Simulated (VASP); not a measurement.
# Si2Ni (C2/m) in VASP: notebook, part 2 of 2

VASP 6.6.1. Earlier steps stand in the parts before.

### 3 Single point, PBE (atoms displaced along a vibrational mode)

Contents of INCAR:

```
SYSTEM = Si2Ni
  PREC = Accurate
  ENCUT = 520
  EDIFF = 1E-6
  ISMEAR = 0
  SIGMA = 0.15
  LREAL = .False.
  LASPH = .True.
  NELM = 60
  ALGO = Normal
  ISIF = 2
  LWAVE = .False.
  LCHARG = .False.
  GGA = PE
  NBANDS = 27
```

Contents of KPOINTS:

```
regular mesh
0
Gamma
  12 12 14
  0 0 0
```

Contents of POSCAR:

```
Si2Ni
1.0
    0.0000000000     -2.7234129054     -2.7234129054
   -2.7234129054      0.0000000000     -2.7234129054
    2.7234129054      2.7234129054     -5.4468258107
Si Ni
4 2
Direct
    0.1130752740      0.1130752740      0.6289749087
    0.6369247260      0.6369247260      0.1210250913
    0.3869247260      0.3869247260      0.8710250913
    0.8630752740      0.8630752740      0.3789749087
    0.5070720458      0.5070720458      0.5003944478
    0.9929279542     -0.0070720458     -0.0003944478
```

Potentials or basis: VASP PAW PBE potentials, release 64 (Si, Ni).

On the command line:

```
$ cat potpaw_PBE.64/Si/POTCAR potpaw_PBE.64/Ni/POTCAR > POTCAR
$ mpirun -np 1 vasp_std > vasp.out
```

OUTCAR:

```text
SYSTEM = Si2Ni
   PREC = Accurate
   ENCUT = 520
   EDIFF = 1E-6
   ISMEAR = 0
   LREAL = .False.
   LASPH = .True.
   NELM = 60
   ISIF = 2
   GGA = PE

 ion  position               nearest neighbor table
   1  0.113  0.113  0.629-   5 2.31   5 2.31   6 2.33   5 2.48   3 2.64   3 2.64   4 2.72   4 2.72
                             4 2.72   3 2.81
   2  0.637  0.637  0.121-   6 2.24   5 2.39   6 2.41   6 2.41   4 2.64   3 2.72   3 2.72   3 2.72
                             4 2.81   4 2.81
   3  0.387  0.387  0.871-   6 2.31   6 2.31   5 2.33   6 2.48   1 2.64   1 2.64   2 2.72   2 2.72
                             2 2.72   1 2.81
   4  0.863  0.863  0.379-   5 2.24   6 2.39   5 2.41   5 2.41   2 2.64   1 2.72   1 2.72   1 2.72
                             2 2.81   2 2.81
   5  0.507  0.507  0.500-   4 2.24   1 2.31   1 2.31   3 2.33   2 2.39   4 2.41   4 2.41   1 2.48

   6  0.993  0.993  1.000-   2 2.24   3 2.31   3 2.31   1 2.33   4 2.39   2 2.41   2 2.41   3 2.48

  LATTYP: Found a trigonal (rhomboedric) cell.
 ALAT       =     6.6709719771
 COS(alpha) =     0.8333333333

  Lattice vectors:

 A1 = (   2.7234129054,   5.4468258108,  -2.7234129053)
 A2 = (   5.4468258108,   2.7234129054,  -2.7234129053)
 A3 = (   2.7234129054,   2.7234129054,  -5.4468258107)

Analysis of symmetry for initial positions (statically):
=====================================================================
 Subroutine PRICEL returns:
 Original cell was already a primitive cell.

 Routine SETGRP: Setting up the symmetry group for a
 trigonal (rhombohedral) supercell.

 Subroutine GETGRP returns: Found  4 space group operations
 (whereof  2 operations were pure point group operations)
 out of a pool of 12 trial point group operations.

The static configuration has the point symmetry C_1h.
 The point group associated with its full space group is C_2h.

Analysis of symmetry for dynamics (positions and initial velocities):
=====================================================================
[... 164 lines left out ...]
  Thomas-Fermi vector in A             =   2.384377
   LORBIT       =      0    0 simple, 1 ext, 2 COOP (PROOUT), +10 PAW based schemes
   GGA     = PE    functional components
   LHFCALC =     F    Hartree Fock is set to
   AEXX    =    0.0000 exact exchange contribution
   IVDW    =     0    specifies the selected vdW correction
   LEPSILON=     F    determine dielectric tensor
   LRPA    =     F    only Hartree local field effects (RPA)
 non-spin polarized calculation
 Gauss-broadening in eV      SIGMA  =   0.15
  energy-cutoff  :      520.00
  volume of cell :       80.80
 maximum number of plane-waves:      2203
 NGX is ok and might be reduce to    30
   NGX = 15   NGY = 15   NGZ = 25

 number of electron      36.0000003 magnetization

 Free energy of the ion-electron system (eV)
  ---------------------------------------------------
  ext. energy  EPLUGINS =         0.00000000
  ---------------------------------------------------
  free energy    TOTEN  =       -34.55929313 eV

  energy without entropy =      -34.53725593  energy(sigma->0) =      -34.54827453

 E-fermi :  10.0872     XC(G=0): -11.4797

 val. band max:       10.0865177809   @ k =   0.3333   0.0833   0.2857
 cond. band min:      10.0938425282   @ k =  -0.4167   0.4167   0.0714
 fundamental gap:      0.0073247472
 Fermi energy:        10.0871567416

 k-point     1 :       0.0000    0.0000    0.0000
  band No.  band energies     occupation
      1      -3.5333      2.00000
      2      -0.3355      2.00000
      3       0.2239      2.00000
      4       5.0312      2.00000
      5       5.0320      2.00000
      6       5.0603      2.00000
[... 709 lines left out ...]
     26      16.6452      0.00000
     27      17.1405      0.00000

 [... further k-points ...]

------------------------ aborting loop because EDIFF is reached ----------------------------------------

  FORCE on cell =-STRESS in cart. coord.  units (eV):
  Direction    XX          YY          ZZ          XY          YZ          ZX
  --------------------------------------------------------------------------------------
  -------------------------------------------------------------------------------------
  Total        0.5928930      0.5928930      0.3862590      0.3122141      0.3655968      0.3655967
  in kB       11.7567263     11.7567263      7.6592942      6.1910262      7.2495734      7.2495728
  external PRESSURE =      10.3909156 kB  Pullay stress =       0.0000000 kB

 VOLUME and BASIS-vectors are now :
 -----------------------------------------------------------------------------
  energy-cutoff  :      520.00
  volume of cell :       80.80
      direct lattice vectors                 reciprocal lattice vectors
     0.000000000 -2.723412905 -2.723412905     0.091796583 -0.275389750 -0.091796583
    -2.723412905  0.000000000 -2.723412905    -0.275389750  0.091796583 -0.091796583
     2.723412905  2.723412905 -5.446825811     0.091796583  0.091796583 -0.091796583

 POSITION                                       TOTAL-FORCE (eV/Angst)
 -----------------------------------------------------------------------------------
      1.40501      1.40501     -4.04182        -0.452831     -0.452831     -0.393670
     -1.40501     -1.40501     -4.12842         0.557636      0.557636      0.609129
      1.31841      1.31841     -6.85183         0.452831      0.452831      0.393670
     -1.31841     -1.31841     -6.76523        -0.557636     -0.557636     -0.609129
     -0.01819     -0.01819     -5.48749         0.455447      0.455447      0.991783
      0.01819      0.01819    -10.85298        -0.455447     -0.455447     -0.991783
 -----------------------------------------------------------------------------------
    total drift:                               -0.000000     -0.000000      0.000000

  FREE ENERGIE OF THE ION-ELECTRON SYSTEM (eV)
  ---------------------------------------------------
  free  energy   TOTEN  =       -34.5592931282 eV

  energy  without entropy=      -34.5372559287  energy(sigma->0) =      -34.54827453
```

Wall time 35 min (1 thread of Intel Xeon 8259CL, shared host); peak memory 0.96 GiB.

What came out:

```yaml
Free_energy: -34.5593 eV
Pressure: 1.0 GPa
Largest_force: 1.183 eV/Å
Band_gap_on_the_k_mesh: zero (bands 18 and 19 overlap by 2.09 eV)
```

Forces on the atoms (eV/Å):
```
Si  -0.453 -0.453 -0.394
Si   0.558  0.558  0.609
Si   0.453  0.453  0.394
Si  -0.558 -0.558 -0.609
Ni   0.455  0.455  0.992
Ni  -0.455 -0.455 -0.992
```

Stress tensor (GPa, compression positive):
```
1.18 0.62 0.72
0.62 1.18 0.72
0.72 0.72 0.77
```

Caveat: the cell differs from its parent crystal (atoms displaced along a vibrational mode); forces of over 1 eV/Å act on the atoms, so gaps and moduli don't describe the material at rest. Spin polarisation is off, so any magnetic state and its effect on volume and gap are missing.
